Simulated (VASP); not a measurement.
Ca: single point with r2SCAN

Ca:

```xyz
1
Lattice="-2.2359 2.2359 2.2267 2.2359 -2.2359 2.2267 2.2359 2.2359 -2.2267" Properties=species:S:1:pos:R:3 pbc="T T T"
Ca    0.0000    0.0000    2.2267
```

This cell differs from its parent crystal: functional r2SCAN, strained.

| Quantity | Value |
| --- | --- |
| Program | VASP 6.6.1 |
| Task | single point |
| Functional | r2SCAN |
| Potentials or basis | VASP PAW PBE potentials, release 64 (Ca_sv) |
| Cutoff | 520 eV |
| k mesh | 14 × 14 × 14 |
| Occupations | gaussian, width 0.1 eV |
| Spin | no spin polarisation |
| Dipole correction | no |
| Further INCAR settings | ALGO = Normal; EDIFF = 1e-06; NBANDS = 11 |

```yaml
Pressure: -0.4 GPa
Band_gap_on_the_k_mesh: zero (band 5 reaches 2.08 eV, above the bottom of band 6 at 1.65 eV)
```

Levels at points of the mesh, in eV from the Fermi level:
```tsv
k point	band 2	band 3	band 4	band 5	band 6	band 7	band 8	band 9
(0.00, 0.00, 0.00)	-24.00	-24.00	-24.00	-4.23	2.57	2.59	2.59	3.62
(0.50, 0.00, 0.00)	-24.12	-24.04	-24.00	-0.83	-0.17	1.58	3.54	3.91
(0.50, 0.50, 0.00)	-24.12	-24.04	-24.00	-0.84	-0.19	1.60	3.52	3.90
(0.50, 0.50, 0.50)	-24.08	-24.08	-24.08	0.19	0.20	3.94	3.94	4.01
```

Run time: 2.8 min on 1 thread of Intel(R) Xeon(R) 6975P-C (Granite Rapids) (shared host), peak memory 0.25 GiB.

Caveat: the cell differs from its parent crystal (functional r2SCAN, strained); the PAW data sets were made with another functional, which shifts forces and pressure a little.
